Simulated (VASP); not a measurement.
The system is ZnSb2C.

```xyz
8
Lattice="-2.7014 2.7014 5.4028 2.7014 -2.7014 5.4028 2.7014 2.7014 -5.4028" Properties=species:S:1:pos:R:3 pbc="T T T"
Zn    0.0000    0.0000    0.0000
Zn    0.0000    2.7014    2.7014
Sb    1.3507    1.3507    1.3507
Sb    1.3507   -1.3507    4.0521
Sb    1.3507    1.3507    6.7536
Sb   -1.3507    1.3507    4.0521
C     0.0000    0.0000    5.4028
C     2.7014    0.0000    2.7014
```

| Quantity | Value |
| --- | --- |
| Program | VASP 6.6.1 |
| Task | relaxation of cell and atoms |
| Functional | PBE |
| Potentials or basis | VASP PAW PBE potentials, release 64 (Zn, Sb, C) |
| Cutoff | 600 eV |
| k mesh | 6 × 6 × 6 |
| Occupations | fermi-dirac, width 0.02 eV |
| Spin | no spin polarisation |

At the start: pressure 12.9 GPa; volume 19.71 Å³/atom.

Task: How do energy, volume and symmetry change on relaxing?

Result: Over 15 steps the energy falls by 348.7 meV/atom and the volume is 22.04 Å³/atom (+11.8 %); space group I-42d (No. 122, to 0.1 Å) before and after.

The path:
```csv
step,energy change (eV),largest force (eV/Å),pressure (GPa),volume (Å³)
1,0.0000,4.1217,12.92,157.71
2,-2.1209,0.8392,-5.95,196.84
3,-2.2168,1.2533,-3.87,188.36
4,-2.6853,0.4899,-1.01,178.70
5,-2.7439,0.0646,0.77,174.35
6,-2.7721,0.0326,0.08,176.19
7,-2.7793,0.1124,-0.49,177.82
8,-2.7877,0.0841,0.03,176.36
9,-2.7882,0.0761,0.16,175.97
10,-2.7882,0.0745,0.20,175.90
11,-2.7892,0.0053,-0.07,176.53
12,-2.7893,0.0156,-0.04,176.43
13,-2.7894,0.0042,0.03,176.27
14,-2.7894,0.0041,0.02,176.27
15,-2.7894,0.0007,-0.01,176.34
```

Final structure:
```cif
data_structure
_symmetry_space_group_name_H-M 'P 1'
_symmetry_Int_Tables_number 1
_cell_length_a 6.7099
_cell_length_b 6.7099
_cell_length_c 6.7099
_cell_angle_alpha 129.288
_cell_angle_beta 129.288
_cell_angle_gamma 74.547
_cell_volume 176.34
loop_
_atom_site_label
_atom_site_type_symbol
_atom_site_fract_x
_atom_site_fract_y
_atom_site_fract_z
_atom_site_occupancy
Zn1 Zn 0.00000 0.00000 0.00000 1
Zn2 Zn 0.75000 0.25000 0.50000 1
Sb1 Sb 0.37500 0.42782 0.55282 1
Sb2 Sb 0.17782 0.62500 0.05282 1
Sb3 Sb 0.87500 0.82218 0.44718 1
Sb4 Sb 0.57218 0.12500 0.94718 1
C1 C 0.50000 0.50000 0.00000 1
C2 C 0.25000 0.75000 0.50000 1
```
